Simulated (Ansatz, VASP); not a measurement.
**Mg2Sn in VASP and in Ansatz**

INCAR

```
ALGO = Normal
EDIFF = 1E-6
ENCUT = 600
GGA = CA
GGA_COMPAT = False
ISIF = 2
ISMEAR = -1
LASPH = True
LCHARG = False
LREAL = False
LWAVE = False
NBANDS = 16
NELM = 120
PREC = Accurate
SIGMA = 0.08
```

File KPOINTS:

```
k-points
0
Gamma
  11 11 11
```

Contents of POSCAR:

```
Mg2Sn
1.0
    0.0000000000      3.3795000000      3.3795000000
    3.3795000000      0.0000000000      3.3795000000
    3.3795000000      3.3795000000      0.0000000000
Mg Sn
2 1
Direct
    0.2500000000      0.2500000000      0.2500000000
    0.7500000000      0.7500000000      0.7500000000
    0.0000000000      0.0000000000      0.0000000000
```

Input for Ansatz:

```yaml
crystal:
  lattice:
    - [0.0, 3.3795, 3.3795]
    - [3.3795, 0.0, 3.3795]
    - [3.3795, 3.3795, 0.0]
  atoms:
    - { symbol: Mg, position: [0.25, 0.25, 0.25] }
    - { symbol: Mg, position: [0.75, 0.75, 0.75] }
    - { symbol: Sn, position: [0.0, 0.0, 0.0] }
kpoints:
  mp_grid: { grid: [11, 11, 11] }
  band_path:
    path:
      - [0.0, 0.0, 0.0]
      - [0.5, 0.0, 0.5]
      - [0.625, 0.25, 0.625]
      - [0.375, 0.375, 0.75]
      - [0.0, 0.0, 0.0]
      - [0.5, 0.5, 0.5]
      - [0.5, 0.25, 0.75]
      - [0.5, 0.0, 0.5]
    npoints: 14
scf:
  occupations: { method: fermi_dirac, width: 0.08 }
hamiltonian:
  xc: lda
  pseudopotentials: { kind: all_electron, lapw: { basis_error: 0.0005 } }
output:
  forces: true
  stress: true
  eigenvalues: true
  populations: true
  dos: { projected: true, de: 0.2, e_range: [-14, 8] }
```

Alike in both runs: task single point; functional LDA; k mesh 11 × 11 × 11; occupations fermi-dirac, width 0.08 eV; no spin polarisation.

|  | VASP | Ansatz |
| --- | --- | --- |
| version | VASP 6.6.1 | Ansatz 0.2.0 |
| potentials or method | VASP PAW LDA potentials, release 64 (Mg, Sn_d), cutoff 600 eV | all-electron LAPW, scalar-relativistic |

```csv
,VASP,Ansatz,Ansatz less VASP
pressure (GPa),-2.1,-1.8,+0.27
```

LDA's correlation is that of Perdew and Zunger in VASP and of Perdew and Wang (1992) in Ansatz. Ansatz ran all-electron here, and VASP with PAW potentials.
